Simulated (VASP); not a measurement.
Here is a VASP 6.6.1 calculation.

Contents of INCAR:

```
PREC = Accurate
ENCUT = 520
EDIFF = 1E-6
ISMEAR = 0
SIGMA = 0.05
LREAL = F
LASPH = T
NELM = 100
ALGO = Normal
ISIF = 2
LWAVE = F
LCHARG = F
GGA = PE
NBANDS = 31
```

File KPOINTS:

```
Automatic mesh
0
Gamma
  12 12 12
```

File POSCAR:

```
C
1.0
    1.2346000000      0.7127966423      9.8141000000
   -1.2346000000      0.7127966423      9.8141000000
    0.0000000000     -1.4255932847      9.8141000000
C
10
Direct
    0.0248257000      0.0248257000      0.0248257000
    0.9751743000      0.9751743000      0.9751743000
    0.1086810650      0.1086810650      0.1086810650
    0.8913189350      0.8913189350      0.8913189350
    0.1583663742      0.1583663742      0.1583663742
    0.8416336258      0.8416336258      0.8416336258
    0.3748589682      0.3748589682      0.3748589682
    0.6251410318      0.6251410318      0.6251410318
    0.4253192967      0.4253192967      0.4253192967
    0.5746807033      0.5746807033      0.5746807033
```

Potentials or basis: VASP PAW PBE potentials, release 64 (C).

The run is started by

```bash
$ cat potpaw_PBE.64/C/POTCAR > POTCAR
$ mpirun -np 1 vasp_std > vasp.out
```

Task: What does it give for the largest force?

Result: 0.422 eV/Å.

Task: What does it give for the pressure?

Result: 51.1 GPa.

Forces in eV/Å, atoms in the order of the input:
```
C    0.000  0.000  0.300
C    0.000  0.000 -0.300
C    0.000  0.000 -0.289
C    0.000  0.000  0.289
C    0.000  0.000  0.422
C    0.000  0.000 -0.422
C    0.000  0.000 -0.312
C    0.000  0.000  0.312
C    0.000  0.000  0.316
C    0.000  0.000 -0.316
```

Caveat: the stress differs along the axes, from 33 to 87 GPa.
